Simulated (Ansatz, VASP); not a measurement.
# BN: VASP beside Ansatz

File INCAR:

```
SYSTEM = BN
PREC     = Accurate       ! precision mode
ENCUT    = 520            ! plane-wave cutoff, eV
EDIFF    = 1E-6           ! SCF threshold, eV
ISMEAR   = 0              ! smearing method
SIGMA    = 0.05           ! smearing width, eV
LREAL    = .False.        ! projectors in reciprocal space
LASPH    = .True.         ! aspherical terms in the spheres
NELM     = 80             ! most SCF steps
ALGO     = Normal         ! electronic algorithm
ISIF     = 2              ! what is computed and relaxed
LWAVE    = .False.        ! write WAVECAR
LCHARG   = .True.         ! write CHGCAR
GGA      = PE             ! functional
LELF     = .True.         ! ELF
LVHAR    = .True.       
NBANDS   = 16             ! bands
```

The input KPOINTS:

```
Automatic mesh
0
Gamma
  12 12 6
  0 0 0
```

POSCAR

```
BN
1.0
    2.5028608097      0.0000000000      0.0000000000
   -1.2514304049      2.1675410433      0.0000000000
    0.0000000000      0.0000000000      4.2268550000
B N
2 2
Direct
    0.6666666667      0.3333333333      0.9997240000
    0.3333333333      0.6666666667      0.4997240000
    0.6666666667      0.3333333333      0.6252760000
    0.3333333333      0.6666666667      0.1252760000
```

Input for Ansatz:

```yaml
crystal:
  lattice:
    - [2.5028608097, 0.0, 0.0]
    - [-1.2514304049, 2.1675410433, 0.0]
    - [0.0, 0.0, 4.226855]
  atoms:
    - { symbol: B, position: [0.6666666667, 0.3333333333, 0.999724] }
    - { symbol: B, position: [0.3333333333, 0.6666666667, 0.499724] }
    - { symbol: "N", position: [0.6666666667, 0.3333333333, 0.625276] }
    - { symbol: "N", position: [0.3333333333, 0.6666666667, 0.125276] }
basis:
  ecutwfc: 420
kpoints:
  mp_grid: { grid: [12, 12, 6] }
hamiltonian:
  xc: pbe
scf:
  occupations: { method: gaussian, width: 0.05 }
output:
  forces: true
  stress: true
  eigenvalues: true
```

Change from the starting cell: strain -0.0200 x Voigt [1, 1, 0, 0, 0, 0], atoms carried along.

Alike in both runs: task single point; functional PBE; k mesh 12 × 12 × 6; occupations gaussian, width 0.05 eV; no spin polarisation.

```csv
,VASP,Ansatz
version,VASP 6.6.1,Ansatz 0.2.0
potentials or method,"VASP PAW PBE potentials, release 64 (B, N), cutoff 520 eV","scalar-relativistic, plane waves, PAW"
valence electrons in the cell,16,16
```

VASP gave:

* gap on the k mesh at the Fermi level (eV): 5.06
* least direct gap on the mesh (eV): 8.09
* pressure (GPa): 16.6
* traceless stress, the component that is largest in VASP (GPa): -14.46
* rms of the force components (eV/Å): 0.032

Task: Estimate Ansatz's values.

Result: gap on the k mesh at the Fermi level (eV): 5.07; least direct gap on the mesh (eV): 8.09; pressure (GPa): 16.3; traceless stress, the component that is largest in VASP (GPa): -14.33; rms of the force components (eV/Å): 0.029.

Atom by atom the forces differ by 0.004 eV/Å (rms over components).
